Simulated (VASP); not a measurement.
# ZnSe (I-4m2) in VASP: notebook

ZnSe is run at these levels: PBE; tasks: single point.

Program: VASP 6.6.1. These are calculated values, not measurements. Logs are shortened: lines on timing, memory, paths and dates and some standing lists are left out, and cuts for length are marked.

### 1 The cell of the first run

The structure is tetragonal, space group I-4m2 (No. 119). Conventional cell: a = 4.066 Å, b = 4.066 Å, c = 5.565 Å, α = 90.00°, β = 90.00°, γ = 90.00°. Zn (site symmetry -4m2) has 4 Se at 2.46 Å within 3.3 Å. Within 3.3 Å of Se (site symmetry -4m2) lie 4 Zn at 2.46 Å.

### 2 Single point, PBE (epitaxial xy strain +1.5%)

Contents of INCAR:

```
SYSTEM = ZnSe
  ALGO = Normal
  EDIFF = 1E-7
  ENCUT = 520
  GGA = PE
  ISIF = 2
  ISMEAR = 0
  LASPH = .True.
  LCHARG = .False.
  LREAL = .False.
  LWAVE = .False.
  NBANDS = 16
  NELM = 60
  PREC = Accurate
  SIGMA = 0.01
```

Contents of KPOINTS:

```
k-points
0
Gamma
  4 4 4
  0 0 0
```

Contents of POSCAR:

```
ZnSe
1.0
    0.0000000000      2.8749069951      2.7824172340
    2.8749069951      0.0000000000      2.7824172340
    2.8749069951      2.8749069951      0.0000000000
Zn Se
1 1
Direct
    0.0000000000      0.0000000000      0.0000000000
    0.2500000000      0.2500000000      0.2500000000
```

Potentials or basis: VASP PAW PBE potentials, release 64 (Zn, Se).

Launch:

```sh
$ cat potpaw_PBE.64/Zn/POTCAR potpaw_PBE.64/Se/POTCAR > POTCAR
$ mpirun -np 1 vasp_std > vasp.out
```

OUTCAR:

```text
SYSTEM = ZnSe
   EDIFF = 1E-7
   ENCUT = 520
   GGA = PE
   ISIF = 2
   ISMEAR = 0
   LASPH = .True.
   LREAL = .False.
   NELM = 60
   PREC = Accurate

 ion  position               nearest neighbor table
   1  0.000  0.000  0.000-   2 2.46   2 2.46   2 2.46   2 2.46
   2  0.250  0.250  0.250-   1 2.46   1 2.46   1 2.46   1 2.46

  LATTYP: Found a body centered tetragonal cell.
 ALAT       =     4.0657324630
 C/A-ratio  =     1.3687163429

  Lattice vectors:

 A1 = (   0.0000000000,  -2.8749069951,  -2.7824172340)
 A2 = (   0.0000000000,   2.8749069951,  -2.7824172340)
 A3 = (   2.8749069951,   0.0000000000,   2.7824172340)

Analysis of symmetry for initial positions (statically):
=====================================================================
 Subroutine PRICEL returns:
 Original cell was already a primitive cell.

 Routine SETGRP: Setting up the symmetry group for a
 body centered tetragonal supercell.

 Subroutine GETGRP returns: Found  8 space group operations
 (whereof  8 operations were pure point group operations)
 out of a pool of 16 trial point group operations.

The static configuration has the point symmetry D_2d.

Analysis of symmetry for dynamics (positions and initial velocities):
=====================================================================
 Subroutine PRICEL returns:
 Original cell was already a primitive cell.

 Routine SETGRP: Setting up the symmetry group for a
 body centered tetragonal supercell.

 Subroutine GETGRP returns: Found  8 space group operations
 (whereof  8 operations were pure point group operations)
 out of a pool of 16 trial point group operations.

The dynamic configuration has the point symmetry D_2d.

 Subroutine INISYM returns: Found  8 space group operations
 (whereof  8 operations are pure point group operations),
 and found     1 'primitive' translations

----------------------------------------------------------------------------------------

                                     Primitive cell

  volume of cell :      45.9939

  direct lattice vectors                    reciprocal lattice vectors
     0.000000000  2.874906995  2.782417234    -0.173918670  0.173918670  0.179699865
     2.874906995  0.000000000  2.782417234     0.173918670 -0.173918670  0.179699865
     2.874906995  2.874906995  0.000000000     0.173918670  0.173918670 -0.179699865

  length of vectors
     4.000866893  4.000866893  4.065732463     0.304610323  0.304610323  0.304610323

  position of ions in fractional coordinates (direct lattice)
     0.000000000  0.000000000  0.000000000
     0.250000000  0.250000000  0.250000000

  ion indices of the primitive-cell ions
   primitive index   ion index
                 1           1
                 2           2

----------------------------------------------------------------------------------------

 KPOINTS: k-points

Automatic generation of k-mesh.
 Grid dimensions read from file:
 generate k-points for:    4    4    4

 Generating k-lattice:

  Cartesian coordinates                     Fractional coordinates (reciprocal lattice)
    -0.043479667  0.043479667  0.044924966     0.250000000  0.000000000  0.000000000
     0.043479667 -0.043479667  0.044924966     0.000000000  0.250000000  0.000000000
     0.043479667  0.043479667 -0.044924966     0.000000000  0.000000000  0.250000000

  Length of vectors
     0.076152581  0.076152581  0.076152581

  Shift w.r.t. Gamma in fractional coordinates (k-lattice)
     0.000000000  0.000000000  0.000000000

 Subroutine IBZKPT returns following result:
 ===========================================

 Found     13 irreducible k-points:

 Following reciprocal coordinates:
            Coordinates               Weight
  0.000000  0.000000  0.000000      1.000000
  0.250000  0.000000  0.000000      8.000000
  0.500000  0.000000  0.000000      4.000000
  0.250000  0.250000  0.000000      2.000000
  0.500000  0.250000  0.000000      8.000000
 -0.250000  0.250000  0.000000      4.000000
  0.500000  0.500000  0.000000      1.000000
  0.250000  0.000000  0.250000      4.000000
  0.500000  0.000000  0.250000     16.000000
 -0.250000  0.000000  0.250000      8.000000
 -0.250000  0.500000  0.250000      4.000000
  0.500000  0.000000  0.500000      2.000000
 -0.250000  0.250000  0.500000      2.000000
   k-points           NKPTS =     13   k-points in BZ     NKDIM =     13   number of bands    NBANDS=     16
   number of dos      NEDOS =    301   number of ions     NIONS =      2
   total plane-waves  NPLWV =  27000
   dimension x,y,z NGX =    30 NGY =   30 NGZ =   30
   dimension x,y,z NGXF=    60 NGYF=   60 NGZF=   60
   ions per type =               1   1
   NGX,Y,Z   is equivalent  to a cutoff of  12.47, 12.47, 12.27 a.u.
   NGXF,Y,Z  is equivalent  to a cutoff of  24.93, 24.93, 24.53 a.u.
 SYSTEM =  ZnSe
   PREC   = accura    normal or accurate (medium, high low for compatibility)
   ISTART =      0    job   : 0-new  1-cont  2-samecut
   ICHARG =      2    charge: 1-file 2-atom 10-const
   ISPIN  =      1    spin polarized calculation?
   LNONCOLLINEAR =      F non collinear calculations
   LSORBIT =      F    spin-orbit coupling
   LASPH  =      T    aspherical Exc in radial PAW
   ENCUT  =  520.0 eV  38.22 Ry    6.18 a.u.   7.44  7.44  7.56*2*pi/ulx,y,z
   NELM   =     60;   NELMIN=  2; NELMDL= -5     # of ELM steps
   EDIFF  = 0.1E-06   stopping-criterion for ELM
   LREAL  =      F    real-space projection
   EDIFFG = 0.1E-05   stopping-criterion for IOM
   NSW    =      0    number of steps for IOM
   IBRION =     -1    ionic relax: 0-MD 1-quasi-New 2-CG
   NFREE  =      0    steps in history (QN), initial steepest desc. (CG)
   ISIF   =      2    stress and relaxation
   ISYM   =      2    0-nonsym 1-usesym 2-fastsym
   POTIM  = 0.5000    time-step for ionic-motion
   TEBEG  =    0.0;   TEEND  =   0.0 temperature during run
   PSTRESS=    0.0 pullay stress
   NELECT =      18.0000    total number of electrons
   NUPDOWN=      -1.0000    fix difference up-down
   EMIN   =  10.00;   EMAX   =-10.00  energy-range for DOS
   EFERMI =   0.00;   METHOD = LEGACY
   ISMEAR =     0;   SIGMA  =   0.01  broadening in eV -4-tet -1-fermi 0-gaus
   EFERMI_NEDOS =   21; number of points for ismear=-14 and -15
   IALGO  =     38    algorithm
   IMIX   =      4    mixing-type and parameters
     AMIX     =   0.40;   BMIX     =  1.00
     AMIX_MAG =   1.60;   BMIX_MAG =  1.00
  volume/ion in A,a.u.               =      23.00       155.19
  Fermi-wavevector in a.u.,A,eV,Ry     =   1.197473  2.262896 19.509958  1.433941
  Thomas-Fermi vector in A             =   2.333387
   LORBIT       =      0    0 simple, 1 ext, 2 COOP (PROOUT), +10 PAW based schemes
   GGA     = PE    functional components
   LHFCALC =     F    Hartree Fock is set to
   AEXX    =    0.0000 exact exchange contribution
   IVDW    =     0    specifies the selected vdW correction
   LEPSILON=     F    determine dielectric tensor
   LRPA    =     F    only Hartree local field effects (RPA)
 non-spin polarized calculation
 Gauss-broadening in eV      SIGMA  =   0.01
  energy-cutoff  :      520.00
  volume of cell :       45.99
 maximum number of plane-waves:      1250
 NGX is ok and might be reduce to    30
   NGX = 15   NGY = 15   NGZ = 15

 number of electron      18.0000007 magnetization

 Free energy of the ion-electron system (eV)
  ---------------------------------------------------
  ext. energy  EPLUGINS =         0.00000000
  ---------------------------------------------------
  free energy    TOTEN  =        -5.95676801 eV

  energy without entropy =       -5.95676801  energy(sigma->0) =       -5.95676801

 E-fermi :   1.7380     XC(G=0):  -9.2605

 val. band max:        1.6277441157   @ k =   0.0000   0.0000   0.0000
 cond. band min:       2.7844796191   @ k =   0.0000   0.0000   0.0000
 fundamental gap:      1.1567355035
 Fermi energy:         1.7380179713

 k-point     1 :       0.0000    0.0000    0.0000
  band No.  band energies     occupation
      1     -11.6313      2.00000
      2      -4.9875      2.00000
      3      -4.9875      2.00000
      4      -4.9734      2.00000
      5      -4.6291      2.00000
      6      -4.6245      2.00000
[... 8 lines left out ...]
     15      12.6880      0.00000
     16      13.2281      0.00000

 k-point     2 :       0.2500    0.0000    0.0000
  band No.  band energies     occupation
      1     -11.2751      2.00000
      2      -4.9403      2.00000
      3      -4.9315      2.00000
      4      -4.9146      2.00000
      5      -4.6269      2.00000
      6      -4.6259      2.00000
[... 8 lines left out ...]
     15      11.9278      0.00000
     16      12.3755      0.00000

 k-point     3 :       0.5000    0.0000    0.0000
  band No.  band energies     occupation
      1     -10.8558      2.00000
      2      -4.9073      2.00000
      3      -4.8891      2.00000
      4      -4.6147      2.00000
      5      -4.6038      2.00000
      6      -4.4709      2.00000
[... 8 lines left out ...]
     15      14.4401      0.00000
     16      14.7471      0.00000

 k-point     4 :       0.2500    0.2500    0.0000
  band No.  band energies     occupation
      1     -11.1386      2.00000
      2      -4.9837      2.00000
      3      -4.8812      2.00000
      4      -4.8812      2.00000
      5      -4.6442      2.00000
      6      -4.6026      2.00000
[... 8 lines left out ...]
     15      13.6041      0.00000
     16      15.4090      0.00000

 k-point     5 :       0.5000    0.2500    0.0000
  band No.  band energies     occupation
      1     -10.7169      2.00000
      2      -4.8955      2.00000
      3      -4.8254      2.00000
      4      -4.7324      2.00000
      5      -4.5963      2.00000
      6      -4.4707      2.00000
[... 8 lines left out ...]
     15      14.7905      0.00000
     16      15.7231      0.00000

 k-point     6 :      -0.2500    0.2500    0.0000
  band No.  band energies     occupation
      1     -10.8782      2.00000
      2      -4.8790      2.00000
      3      -4.8759      2.00000
      4      -4.7226      2.00000
      5      -4.6358      2.00000
      6      -4.5935      2.00000
[... 8 lines left out ...]
     15      13.2095      0.00000
     16      15.4433      0.00000

 k-point     7 :       0.5000    0.5000    0.0000
  band No.  band energies     occupation
      1     -10.5608      2.00000
      2      -4.9484      2.00000
      3      -4.7419      2.00000
      4      -4.7419      2.00000
      5      -4.5761      2.00000
      6      -4.4241      2.00000
[... 8 lines left out ...]
     15      15.3512      0.00000
     16      15.8634      0.00000

 k-point     8 :       0.2500    0.0000    0.2500
  band No.  band energies     occupation
      1     -11.1639      2.00000
      2      -4.9912      2.00000
      3      -4.8825      2.00000
      4      -4.8627      2.00000
      5      -4.6542      2.00000
      6      -4.6034      2.00000
[... 8 lines left out ...]
     15      13.8841      0.00000
     16      15.2015      0.00000

 k-point     9 :       0.5000    0.0000    0.2500
  band No.  band energies     occupation
      1     -10.7410      2.00000
      2      -4.9020      2.00000
      3      -4.8153      2.00000
      4      -4.7170      2.00000
      5      -4.6035      2.00000
      6      -4.4928      2.00000
[... 8 lines left out ...]
     15      14.7086      0.00000
     16      15.5102      0.00000

 k-point    10 :      -0.2500    0.0000    0.2500
  band No.  band energies     occupation
      1     -10.8730      2.00000
      2      -4.8932      2.00000
      3      -4.8636      2.00000
      4      -4.7362      2.00000
      5      -4.6380      2.00000
      6      -4.5682      2.00000
[... 8 lines left out ...]
     15      13.6084      0.00000
     16      15.5541      0.00000

 k-point    11 :      -0.2500    0.5000    0.2500
  band No.  band energies     occupation
      1     -10.5808      2.00000
      2      -4.8630      2.00000
      3      -4.7903      2.00000
      4      -4.6672      2.00000
      5      -4.6493      2.00000
      6      -4.3305      2.00000
[... 8 lines left out ...]
     15      15.3971      0.00000
     16      15.6590      0.00000

 k-point    12 :       0.5000    0.0000    0.5000
  band No.  band energies     occupation
      1     -10.6088      2.00000
      2      -4.9434      2.00000
      3      -4.7499      2.00000
      4      -4.7236      2.00000
      5      -4.5825      2.00000
      6      -4.4629      2.00000
[... 8 lines left out ...]
     15      15.2943      0.00000
     16      15.8028      0.00000

 k-point    13 :      -0.2500    0.2500    0.5000
  band No.  band energies     occupation
      1     -10.6024      2.00000
      2      -4.8754      2.00000
      3      -4.7703      2.00000
      4      -4.6549      2.00000
      5      -4.6474      2.00000
      6      -4.3407      2.00000
[... 8 lines left out ...]
     15      14.9149      0.00000
     16      15.4562      0.00000

------------------------ aborting loop because EDIFF is reached ----------------------------------------

  FORCE on cell =-STRESS in cart. coord.  units (eV):
  Direction    XX          YY          ZZ          XY          YZ          ZX
  --------------------------------------------------------------------------------------
  -------------------------------------------------------------------------------------
  Total        0.4636850      0.4636850      0.7656404      0.0000000      0.0000000      0.0000000
  in kB       16.1522788     16.1522788     26.6707723      0.0000000      0.0000000      0.0000000
  external PRESSURE =      19.6584433 kB  Pullay stress =       0.0000000 kB

 VOLUME and BASIS-vectors are now :
 -----------------------------------------------------------------------------
  energy-cutoff  :      520.00
  volume of cell :       45.99
      direct lattice vectors                 reciprocal lattice vectors
     0.000000000  2.874906995  2.782417234    -0.173918670  0.173918670  0.179699865
     2.874906995  0.000000000  2.782417234     0.173918670 -0.173918670  0.179699865
     2.874906995  2.874906995  0.000000000     0.173918670  0.173918670 -0.179699865

 POSITION                                       TOTAL-FORCE (eV/Angst)
 -----------------------------------------------------------------------------------
      0.00000      0.00000      0.00000        -0.000000     -0.000000     -0.000000
      1.43745      1.43745      1.39121         0.000000      0.000000      0.000000
 -----------------------------------------------------------------------------------
    total drift:                               -0.000001     -0.000001      0.000000

  FREE ENERGIE OF THE ION-ELECTRON SYSTEM (eV)
  ---------------------------------------------------
  free  energy   TOTEN  =        -5.9567680103 eV

  energy  without entropy=       -5.9567680103  energy(sigma->0) =       -5.95676801
```

Run time: 6.8 s. Hardware: 1 thread of Intel Xeon Platinum 8481C at 2.70GHz (Sapphire Rapids), shared host; peak memory 0.16 GiB.

What came out:

```
Free energy            : -5.9568 eV
Pressure               : 2.0 GPa
Band gap on the k mesh : 1.16 eV, direct
```

Stress tensor (GPa, compression positive):
```
1.62 0.00 0.00
0.00 1.62 0.00
0.00 0.00 2.67
```

Caveat: the k points lie up to 0.48 Å⁻¹ apart; the cell differs from its parent crystal (epitaxial xy strain +1.5%).

(Part 1 of 2 ends here.)
